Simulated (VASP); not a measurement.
Runs of VASP 6.6.1 on Al. The structure is that of space group I4/mmm (No. 139), or close to it. The cells are those of the table. 

```csv
cell,gap on the mesh (eV),pressure (GPa)
"a = 2.986, b = 2.986, c = 3.868 Å, 2 atoms",none,-2.8
"a = 2.944, b = 2.944, c = 3.969 Å, 2 atoms",none,-2.8
"a = 2.729, b = 2.729, c = 4.236 Å, 2 atoms",none,4.5
"a = 2.915, b = 2.915, c = 3.860 Å, 2 atoms",none,0.8
"a = 2.986, b = 2.986, c = 3.932 Å, 2 atoms",none,-3.9
"a = 2.890, b = 2.890, c = 3.860 Å, 2 atoms",none,(a)
```

Alike in all rows: task single point; level PBE; potentials or basis VASP PAW PBE potentials, release 64 (Al); no spin polarisation; k mesh 18 × 18 × 14; cutoff (eV) 520; smearing gaussian 0.1 eV.

Question: Estimate the missing entries.

Answer: (a) 2.1.

A gap of «none» marks levels without a gap at the run's occupations.
